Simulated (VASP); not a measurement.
# GaP (Pa-3) in VASP: a series of runs, part 2 of 2

VASP 6.6.1. The steps go on from the part before.

### Step 5. Relaxation of cell and atoms, LDA, target pressure 30.7 GPa, at which the enthalpy is minimised

This run uses another cell than the first one, of 14.72 Å³/atom.

File INCAR:

```
PREC = Accurate ; ENCUT = 500
EDIFF = 1E-7 ; ISMEAR = 0
SIGMA = 0.03 ; LREAL = F
LASPH = T ; NELM = 120
ALGO = Normal ; ISIF = 3
LWAVE = F ; LCHARG = F
IBRION = 2 ; NSW = 80
EDIFFG = -0.005 ; PSTRESS = 307.0
GGA_COMPAT = F ; NELMIN = 4
```

File KPOINTS:

```
Automatic mesh
0
Gamma
  6 6 6
```

File POSCAR:

```
GaP
1.0
    6.1757260344      0.0000000000      0.0000000000
    0.0000000000      6.1757260344      0.0000000000
    0.0000000000      0.0000000000      6.1757260344
Ga P
8 8
Direct
    0.1111725879      0.1111725879      0.1111725879
    0.8888274121      0.8888274121      0.8888274121
    0.3888274121      0.8888274121      0.6111725879
    0.6111725879      0.1111725879      0.3888274121
    0.6111725879      0.3888274121      0.8888274121
    0.3888274121      0.6111725879      0.1111725879
    0.8888274121      0.6111725879      0.3888274121
    0.1111725879      0.3888274121      0.6111725879
    0.6025622623      0.6025622623      0.6025622623
    0.3974377377      0.3974377377      0.3974377377
    0.8974377377      0.3974377377      0.1025622623
    0.1025622623      0.6025622623      0.8974377377
    0.1025622623      0.8974377377      0.3974377377
    0.8974377377      0.1025622623      0.6025622623
    0.3974377377      0.1025622623      0.8974377377
    0.6025622623      0.8974377377      0.1025622623
```

Potentials or basis: VASP PAW LDA potentials, release 64 (Ga_d, P).

On the command line:

```
$ cat potpaw_LDA.64/Ga_d/POTCAR potpaw_LDA.64/P/POTCAR > POTCAR
$ mpirun -np 1 vasp_std > vasp.out
```

OUTCAR:

```text
PREC = Accurate
   ENCUT = 500
   EDIFF = 1E-7
   ISMEAR = 0
   LREAL = F
   LASPH = T
   NELM = 120
   ISIF = 3
   IBRION = 2
   NSW = 80
   EDIFFG = -0.005
   PSTRESS = 307.0
   NELMIN = 4

 ion  position               nearest neighbor table
   1  0.111  0.111  0.111-  11 2.21  15 2.21  13 2.21   2 2.38
   2  0.889  0.889  0.889-  12 2.21  16 2.21  14 2.21   1 2.38
   3  0.389  0.889  0.611-   9 2.21  13 2.21  15 2.21   4 2.38
   4  0.611  0.111  0.389-  10 2.21  14 2.21  16 2.21   3 2.38
   5  0.611  0.389  0.889-  11 2.21  15 2.21   9 2.21   6 2.38
   6  0.389  0.611  0.111-  12 2.21  16 2.21  10 2.21   5 2.38
[... 8 lines left out ...]
  15  0.397  0.103  0.897-  16 2.19   5 2.21   1 2.21   3 2.21
  16  0.603  0.897  0.103-  15 2.19   6 2.21   2 2.21   4 2.21

  LATTYP: Found a simple cubic cell.
 ALAT       =     6.1757260344

  Lattice vectors:

 A1 = (   6.1757260344,   0.0000000000,   0.0000000000)
 A2 = (   0.0000000000,   6.1757260344,   0.0000000000)
 A3 = (   0.0000000000,   0.0000000000,   6.1757260344)

Analysis of symmetry for initial positions (statically):
=====================================================================
 Subroutine PRICEL returns:
 Original cell was already a primitive cell.

[... 210 lines left out ...]
  external PRESSURE =     -65.2904742 kB  Pullay stress =     307.0000000 kB
[... 139 lines left out ...]
  energy  without entropy=      -73.6890006611  energy(sigma->0) =      -73.69052180

  enthalpy is  TOTEN    =       -29.9896566643 eV   P V=       43.7023862779

[... ionic steps 4 to 11 ...]

--------------------------------------- Ionic step       12  -------------------------------------------

 number of electron     144.0000118 magnetization

------------------------ aborting loop because EDIFF is reached ----------------------------------------
[... 99 lines left out ...]
--------------------------------------- Ionic step       14  -------------------------------------------

 number of electron     144.0000121 magnetization

 Free energy of the ion-electron system (eV)
  ---------------------------------------------------
  ext. energy  EPLUGINS =         0.00000000
  ---------------------------------------------------
  free energy    TOTEN  =       -73.49230663 eV

  energy without entropy =      -73.48803105  energy(sigma->0) =      -73.49016884

 E-fermi :   9.1801     XC(G=0): -12.0420

 val. band max:        9.1654332633   @ k =   0.5000   0.3333   0.1667
 cond. band min:       9.1826474014   @ k =   0.3333   0.3333   0.1667
 fundamental gap:      0.0172141381
 Fermi energy:         9.1800731326

 k-point     1 :       0.0000    0.0000    0.0000
  band No.  band energies     occupation
      1      -7.1315      2.00000
      2      -6.8389      2.00000
      3      -6.8389      2.00000
      4      -6.8389      2.00000
      5      -6.6054      2.00000
      6      -6.6054      2.00000
[... 2077 lines left out ...]
     83      12.6945      0.00000
     84      12.6945      0.00000
 [bands above 84 left out]

------------------------ aborting loop because EDIFF is reached ----------------------------------------

  FORCE on cell =-STRESS in cart. coord.  units (eV):
  Direction    XX          YY          ZZ          XY          YZ          ZX
  --------------------------------------------------------------------------------------
  -------------------------------------------------------------------------------------
  Total       43.5390540     43.5390540     43.5390540     -0.0000000      0.0000000     -0.0000000
  in kB      307.4462402    307.4462402    307.4462402     -0.0000000      0.0000000     -0.0000000
  external PRESSURE =       0.4462402 kB  Pullay stress =     307.0000000 kB
[... 35 lines left out ...]
  energy  without entropy=      -73.4880310500  energy(sigma->0) =      -73.49016884

  enthalpy is  TOTEN    =       -30.0164470531 eV   P V=       43.4758595765

 reached required accuracy - stopping structural energy minimisation
```

Run time: 1.6 h. Hardware: 1 thread of Oxide Virtual Turin-like, shared host; peak memory 0.44 GiB.

Results:

- Free energy: -73.4923 eV
- Relaxed volume: 14.18 Å³/atom
- Relaxed cell: a = 6.099 Å, b = 6.099 Å, c = 6.099 Å, α = 90.00°, β = 90.00°, γ = 90.00°
- Space group after relaxing (to 0.1 Å): Pa-3 (No. 205)
- Energy change on relaxing (the run minimises the enthalpy): +92.0 meV/atom
- Ionic steps: 14
- Pressure after relaxing: 30.7 GPa
- Largest force after relaxing: 0.003 eV/Å
- Band gap on the k mesh: zero (bands 72 and 73 overlap by 1.02 eV)

Forces in eV/Å, atoms in the order of the input:
```
Ga  -0.001 -0.001 -0.001
Ga   0.001  0.001  0.001
Ga   0.001  0.001 -0.001
Ga  -0.001 -0.001  0.001
Ga  -0.001  0.001  0.001
Ga   0.001 -0.001 -0.001
Ga   0.001 -0.001  0.001
Ga  -0.001  0.001 -0.001
P    0.002  0.002  0.002
P   -0.002 -0.002 -0.002
P   -0.002 -0.002  0.002
P    0.002  0.002 -0.002
P    0.002 -0.002 -0.002
P   -0.002  0.002  0.002
P   -0.002  0.002 -0.002
P    0.002 -0.002  0.002
```

The path:
| step | energy change (eV) | largest force (eV/Å) | pressure (GPa) | volume (Å³) |
| --- | --- | --- | --- | --- |
| 1 | 0.0000 | 0.0184 | 24.17 | 235.54 |
| 2 | 4.1250 | 0.3743 | 43.72 | 215.68 |
| 3 | 1.2717 | 0.1208 | 30.57 | 228.07 |
| 4 | 1.3000 | 0.1234 | 30.72 | 227.93 |
| 5 | 1.3356 | 0.0898 | 30.74 | 227.70 |
| 6 | 1.4445 | 0.0536 | 30.82 | 227.05 |
| 7 | 1.7015 | 0.0809 | 31.35 | 225.75 |
| 8 | 1.5409 | 0.0297 | 31.01 | 226.53 |
| 9 | 1.5162 | 0.0234 | 30.95 | 226.66 |
| 10 | 1.2970 | 0.0137 | 29.83 | 227.82 |
| 11 | 1.4585 | 0.0149 | 30.64 | 226.96 |
| 12 | 1.4611 | 0.0150 | 30.67 | 226.95 |
| 13 | 1.4597 | 0.0150 | 30.65 | 226.95 |
| 14 | 1.4714 | 0.0032 | 30.74 | 226.89 |

Final structure:
```xyz
16
Lattice="6.0992 0.0000 0.0000 0.0000 6.0992 0.0000 0.0000 0.0000 6.0992" Properties=species:S:1:pos:R:3 pbc="T T T"
Ga    0.6949    0.6949    0.6949
Ga    5.4043    5.4043    5.4043
Ga    2.3547    5.4043    3.7445
Ga    3.7445    0.6949    2.3547
Ga    3.7445    2.3547    5.4043
Ga    2.3547    3.7445    0.6949
Ga    5.4043    3.7445    2.3547
Ga    0.6949    2.3547    3.7445
P     3.6909    3.6909    3.6909
P     2.4083    2.4083    2.4083
P     5.4579    2.4083    0.6413
P     0.6413    3.6909    5.4579
P     0.6413    5.4579    2.4083
P     5.4579    0.6413    3.6909
P     2.4083    0.6413    5.4579
P     3.6909    5.4579    0.6413
```

Caveat: the cell is relaxed towards a set pressure, so the run minimises the enthalpy, not the energy.

### Step 6. Overview

| task | cell | gap on the mesh (eV) | pressure (GPa) | largest force (eV/Å) |
| --- | --- | --- | --- | --- |
| relaxation of cell and atoms | relaxed to 12 GPa from a = 6.400 Å, 16 atoms, atomic positions A | none | 12.0 | - |
| single point | a = 6.098 Å, 16 atoms, atomic positions B | none | 30.9 | 0.02 |
| single point | a = 6.347 Å, 16 atoms, atomic positions C | none | 12.1 | 0.03 |
| relaxation of cell and atoms | relaxed to 30.7 GPa from a = 6.176 Å, 16 atoms, atomic positions D | none | 30.7 | - |

Alike in all rows: level LDA; potentials or basis VASP PAW LDA potentials, release 64 (Ga_d, P); no spin polarisation; k mesh 6 × 6 × 6; cutoff (eV) 500; smearing gaussian 0.03 eV.

Caveats: the cell is relaxed towards a set pressure, so the run minimises the enthalpy, not the energy (at least some runs); semilocal functionals underestimate gaps, and a narrow one can read as zero (at least some runs); the cell stands under pressure (at least some runs).

Total energies depend on the potentials used, so only differences within one code and one set of settings carry meaning.
